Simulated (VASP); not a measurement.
# GaAs (F-43m) in VASP: further runs

The runs below take GaAs through single point, with PBE, PBE+D4.

All numbers are computed with VASP 6.6.1; they aren't measurements. Logs are shortened: lines on timing, memory, paths and dates and some standing lists are left out, and cuts for length are marked.

**1. The cell of the first run**

The structure is cubic, space group F-43m (No. 216). The conventional cell has a = 5.666 Å, b = 5.666 Å, c = 5.666 Å, α = 90.00°, β = 90.00°, γ = 90.00°. Within 3.2 Å of Ga (site symmetry -43m) lie 4 As at 2.45 Å. As (site symmetry -43m) has 4 Ga at 2.45 Å within 3.2 Å.

**2. Single point, PBE**

INCAR

```
SYSTEM = GaAs
ALGO = Normal
EDIFF = 1E-6
ENCUT = 500
GGA = PE
GGA_COMPAT = .False.
ISIF = 2
ISMEAR = 0
LASPH = .True.
LCHARG = .False.
LREAL = .False.
LWAVE = .False.
NBANDS = 16
NELM = 120
PREC = Accurate
SIGMA = 0.01
```

KPOINTS

```
k-points
0
Gamma
  4 4 4
  0 0 0
```

POSCAR

```
GaAs
1.0
    0.0000000000      2.8330850957      2.8330850957
    2.8330850957      0.0000000000      2.8330850957
    2.8330850957      2.8330850957      0.0000000000
Ga As
1 1
Direct
    0.0000000000      0.0000000000      0.0000000000
    0.2500000000      0.2500000000      0.2500000000
```

Potentials or basis: VASP PAW PBE potentials, release 64 (Ga_d, As).

On the command line:

```console
> cat potpaw_PBE.64/Ga_d/POTCAR potpaw_PBE.64/As/POTCAR > POTCAR
> mpirun -np 1 vasp_std > vasp.out
```

OUTCAR:

```text
SYSTEM = GaAs
   EDIFF = 1E-6
   ENCUT = 500
   GGA = PE
   ISIF = 2
   ISMEAR = 0
   LASPH = .True.
   LREAL = .False.
   NELM = 120
   PREC = Accurate

 ion  position               nearest neighbor table
   1  0.000  0.000  0.000-   2 2.45   2 2.45   2 2.45   2 2.45
   2  0.250  0.250  0.250-   1 2.45   1 2.45   1 2.45   1 2.45

  LATTYP: Found a face centered cubic cell.
 ALAT       =     5.6661701914

  Lattice vectors:

 A1 = (   0.0000000000,   2.8330850957,   2.8330850957)
 A2 = (   2.8330850957,   0.0000000000,   2.8330850957)
 A3 = (   2.8330850957,   2.8330850957,   0.0000000000)

Analysis of symmetry for initial positions (statically):
=====================================================================
 Subroutine PRICEL returns:
 Original cell was already a primitive cell.

 Routine SETGRP: Setting up the symmetry group for a
 face centered cubic supercell.

 Subroutine GETGRP returns: Found 24 space group operations
 (whereof 24 operations were pure point group operations)
 out of a pool of 48 trial point group operations.

The static configuration has the point symmetry T_d .

Analysis of symmetry for dynamics (positions and initial velocities):
=====================================================================
 Subroutine PRICEL returns:
 Original cell was already a primitive cell.

 Routine SETGRP: Setting up the symmetry group for a
 face centered cubic supercell.

 Subroutine GETGRP returns: Found 24 space group operations
 (whereof 24 operations were pure point group operations)
 out of a pool of 48 trial point group operations.

The dynamic configuration has the point symmetry T_d .

 Subroutine INISYM returns: Found 24 space group operations
 (whereof 24 operations are pure point group operations),
 and found     1 'primitive' translations

----------------------------------------------------------------------------------------

                                     Primitive cell

  volume of cell :      45.4788

  direct lattice vectors                    reciprocal lattice vectors
     0.000000000  2.833085096  2.833085096    -0.176486051  0.176486051  0.176486051
     2.833085096  0.000000000  2.833085096     0.176486051 -0.176486051  0.176486051
     2.833085096  2.833085096  0.000000000     0.176486051  0.176486051 -0.176486051

  length of vectors
     4.006587366  4.006587366  4.006587366     0.305682807  0.305682807  0.305682807

[... 62 lines left out ...]
   NELM   =    120;   NELMIN=  2; NELMDL= -5     # of ELM steps
   EDIFF  = 0.1E-05   stopping-criterion for ELM
   LREAL  =      F    real-space projection
   EDIFFG = 0.1E-04   stopping-criterion for IOM
   NSW    =      0    number of steps for IOM
   IBRION =     -1    ionic relax: 0-MD 1-quasi-New 2-CG
   NFREE  =      0    steps in history (QN), initial steepest desc. (CG)
   ISIF   =      2    stress and relaxation
   ISYM   =      2    0-nonsym 1-usesym 2-fastsym
   POTIM  = 0.5000    time-step for ionic-motion
   TEBEG  =    0.0;   TEEND  =   0.0 temperature during run
   PSTRESS=    0.0 pullay stress
   NELECT =      18.0000    total number of electrons
   NUPDOWN=      -1.0000    fix difference up-down
   EMIN   =  10.00;   EMAX   =-10.00  energy-range for DOS
   EFERMI =   0.00;   METHOD = LEGACY
   ISMEAR =     0;   SIGMA  =   0.01  broadening in eV -4-tet -1-fermi 0-gaus
   EFERMI_NEDOS =   21; number of points for ismear=-14 and -15
   IALGO  =     38    algorithm
   IMIX   =      4    mixing-type and parameters
     AMIX     =   0.40;   BMIX     =  1.00
     AMIX_MAG =   1.60;   BMIX_MAG =  1.00
  volume/ion in A,a.u.               =      22.74       153.45
  Fermi-wavevector in a.u.,A,eV,Ry     =   1.201977  2.271407 19.656990  1.444748
  Thomas-Fermi vector in A             =   2.337771
   LORBIT       =      0    0 simple, 1 ext, 2 COOP (PROOUT), +10 PAW based schemes
   GGA     = PE    functional components
   LHFCALC =     F    Hartree Fock is set to
   AEXX    =    0.0000 exact exchange contribution
   IVDW    =     0    specifies the selected vdW correction
   LEPSILON=     F    determine dielectric tensor
   LRPA    =     F    only Hartree local field effects (RPA)
 non-spin polarized calculation
 Gauss-broadening in eV      SIGMA  =   0.01
  energy-cutoff  :      500.00
  volume of cell :       45.48
 maximum number of plane-waves:      1174
 NGX is ok and might be reduce to    30
   NGX = 15   NGY = 15   NGZ = 15

 number of electron      17.9999990 magnetization

 Free energy of the ion-electron system (eV)
  ---------------------------------------------------
  ext. energy  EPLUGINS =         0.00000000
  ---------------------------------------------------
  free energy    TOTEN  =        -8.07957012 eV

  energy without entropy =       -8.07957012  energy(sigma->0) =       -8.07957012

 E-fermi :   3.9730     XC(G=0):  -9.5309

 val. band max:        3.9192965743   @ k =   0.0000   0.0000   0.0000
 cond. band min:       4.3782232252   @ k =   0.0000   0.0000   0.0000
 fundamental gap:      0.4589266509
 Fermi energy:         3.9729907424

 k-point     1 :       0.0000    0.0000    0.0000
  band No.  band energies     occupation
      1     -10.9331      2.00000
      2     -10.9331      2.00000
      3     -10.9331      2.00000
      4     -10.8569      2.00000
      5     -10.8569      2.00000
      6      -8.7616      2.00000
[... 129 lines left out ...]
      3     -10.8900      2.00000
      4     -10.8674      2.00000
      5     -10.8529      2.00000
      6      -6.2160      2.00000
[... 8 lines left out ...]
     15      16.0550      0.00000
     16      17.1813      0.00000

------------------------ aborting loop because EDIFF is reached ----------------------------------------

  FORCE on cell =-STRESS in cart. coord.  units (eV):
  Direction    XX          YY          ZZ          XY          YZ          ZX
  --------------------------------------------------------------------------------------
  -------------------------------------------------------------------------------------
  Total        0.9064858      0.9064858      0.9064858     -0.0000000      0.0000000      0.0000000
  in kB       31.9346939     31.9346939     31.9346939     -0.0000000      0.0000000      0.0000000
  external PRESSURE =      31.9346939 kB  Pullay stress =       0.0000000 kB

 VOLUME and BASIS-vectors are now :
 -----------------------------------------------------------------------------
  energy-cutoff  :      500.00
  volume of cell :       45.48
      direct lattice vectors                 reciprocal lattice vectors
     0.000000000  2.833085096  2.833085096    -0.176486051  0.176486051  0.176486051
     2.833085096  0.000000000  2.833085096     0.176486051 -0.176486051  0.176486051
     2.833085096  2.833085096  0.000000000     0.176486051  0.176486051 -0.176486051

 POSITION                                       TOTAL-FORCE (eV/Angst)
 -----------------------------------------------------------------------------------
      0.00000      0.00000      0.00000        -0.000000     -0.000000     -0.000000
      1.41654      1.41654      1.41654         0.000000      0.000000      0.000000
 -----------------------------------------------------------------------------------
    total drift:                               -0.000000     -0.000000      0.000000

  FREE ENERGIE OF THE ION-ELECTRON SYSTEM (eV)
  ---------------------------------------------------
  free  energy   TOTEN  =        -8.0795701229 eV

  energy  without entropy=       -8.0795701229  energy(sigma->0) =       -8.07957012
```

stdout:

```text
POSCAR found type information on POSCAR GaAs
 POSCAR found :  2 types and       2 ions
 scaLAPACK will be used
 LDA part: xc-table for (Slater+PW92), standard interpolation
 POSCAR, INCAR and KPOINTS ok, starting setup
 FFT: planning ... GRIDC
 FFT: planning ... GRID_SOFT
 FFT: planning ... GRID
 WAVECAR not read
 entering main loop
```

It took 13 s on 1 thread of Intel Xeon 8259CL, shared host; peak memory 0.16 GiB.

Results:

```yaml
Free_energy: -8.0796 eV
Pressure: 3.2 GPa
Band_gap_on_the_k_mesh: 0.46 eV, direct
```

Caveat: the k points lie up to 0.48 Å⁻¹ apart.

**3. Single point, PBE**

INCAR

```
ALGO = Normal
EDIFF = 1E-6
ENCUT = 500
GGA = PE
GGA_COMPAT = False
ISIF = 2
ISMEAR = 0
LASPH = True
LCHARG = False
LREAL = False
LWAVE = False
NBANDS = 16
NELM = 120
PREC = Accurate
SIGMA = 0.01
```

KPOINTS

```
k-points
0
Gamma
  4 4 4
```

POSCAR is that of step 2.

Potentials or basis: VASP PAW PBE potentials, release 64 (Ga_d, As).

On the command line:

```console
> cat potpaw_PBE.64/Ga_d/POTCAR potpaw_PBE.64/As/POTCAR > POTCAR
> mpirun -np 1 vasp_std > vasp.out
```

Wall time 13 s (1 thread of Intel Xeon 8259CL, shared host); peak memory 0.16 GiB.

Results (log left out):

| Property | Result |
| --- | --- |
| Free energy | -8.0796 eV |
| Pressure | 3.2 GPa |
| Band gap on the k mesh | 0.46 eV, direct |

Levels at points of the mesh, in eV from the valence-band top:
| k point | band 7 | band 8 | band 9 | band 10 | band 11 | band 12 |
| --- | --- | --- | --- | --- | --- | --- |
| (0.00, 0.00, 0.00) | 0.00 | 0.00 | 0.00 | 0.46 | 3.69 | 3.69 |
| (0.50, 0.00, 0.00) | -6.63 | -1.14 | -1.14 | 0.96 | 4.60 | 4.60 |
| (0.50, 0.50, 0.00) | -6.82 | -2.67 | -2.67 | 1.45 | 1.64 | 10.09 |

Caveat: the k points lie up to 0.48 Å⁻¹ apart. Expect the measured gap to be larger: semilocal functionals such as PBE lack the derivative discontinuity.

**4. Single point, PBE**

INCAR

```
PREC = Accurate ; ENCUT = 520
EDIFF = 1E-7 ; ISMEAR = 1
SIGMA = 0.5 ; LREAL = F
LASPH = T ; NELM = 60
ALGO = Normal ; ISIF = 2
LWAVE = F ; LCHARG = T
GGA = PE ; LELF = T
LVHAR = T ; NBANDS = 16
```

KPOINTS

```
Automatic mesh
0
Gamma
  6 6 6
```

POSCAR is that of step 3.

On the command line:

```console
> cat potpaw_PBE.64/Ga_d/POTCAR potpaw_PBE.64/As/POTCAR > POTCAR
> mpirun -np 1 vasp_std > vasp.out
```

Wall time 13 s (1 thread of Intel Xeon 6975P-C (Granite Rapids), shared host); peak memory 0.16 GiB.

The run converged. Its results:

```
Free energy            : -8.2302 eV
Pressure               : 2.9 GPa
Band gap on the k mesh : 0.47 eV, direct
```

Levels at points of the mesh, in eV from the valence-band top:
```tsv
k point	band 6	band 7	band 8	band 9	band 10	band 11	band 12	band 13
(0.00, 0.00, 0.00)	-12.68	0.00	0.00	0.00	0.47	3.72	3.72	3.72
(0.50, 0.00, 0.00)	-10.93	-6.61	-1.13	-1.13	0.98	4.63	4.63	7.75
(0.50, 0.50, 0.00)	-10.20	-6.79	-2.66	-2.66	1.47	1.65	10.11	10.11
```

**5. Single point, PBE+D4**

INCAR

```
SYSTEM = GaAs
  PREC = Accurate
  ENCUT = 520
  EDIFF = 1E-6
  ISMEAR = 0
  SIGMA = 0.01
  LREAL = .False.
  LASPH = .True.
  NELM = 80
  ALGO = Normal
  ISIF = 2
  LWAVE = .False.
  LCHARG = .False.
  GGA = PE
  IVDW = 13
  NBANDS = 16
```

KPOINTS

```
regular mesh
0
Gamma
  6 6 6
  0 0 0
```

POSCAR is that of step 4.

On the command line:

```console
> cat potpaw_PBE.64/Ga_d/POTCAR potpaw_PBE.64/As/POTCAR > POTCAR
> mpirun -np 1 vasp_std > vasp.out
```

Wall time 12 s (1 thread of Intel Xeon 6975P-C (Granite Rapids), shared host); peak memory 0.16 GiB.

The run converged. Its results:

- Free energy: -9.0667 eV
- Pressure: 0.0 GPa
- Band gap on the k mesh: 0.47 eV, direct
- Dispersion energy per atom: -0.417 eV

Levels at points of the mesh, in eV from the valence-band top:
```
           k point  band 7  band 8  band 9  band 10  band 11  band 12
(0.00, 0.00, 0.00)    0.00    0.00    0.00     0.47     3.72     3.72
(0.50, 0.00, 0.00)   -6.61   -1.13   -1.13     0.98     4.63     4.63
(0.50, 0.50, 0.00)   -6.79   -2.66   -2.66     1.47     1.65    10.11
```

**6. Summary**

| level | k mesh | cutoff (eV) | smearing | gap on the mesh (eV) | pressure (GPa) |
| --- | --- | --- | --- | --- | --- |
| PBE | 4 × 4 × 4 | 500 | gaussian 0.01 eV | 0.46 | 3.2 |
| PBE | 6 × 6 × 6 | 520 | methfessel-paxton 0.5 eV | 0.47 | 2.9 |
| PBE+D4 | 6 × 6 × 6 | 520 | gaussian 0.01 eV | 0.47 | 0.0 |

Alike in all rows: task single point; potentials or basis VASP PAW PBE potentials, release 64 (Ga_d, As); no spin polarisation; cell as given.

Caveats: some runs use coarse meshes.

Total energies depend on the potentials used, so only differences within one code and one set of settings carry meaning.
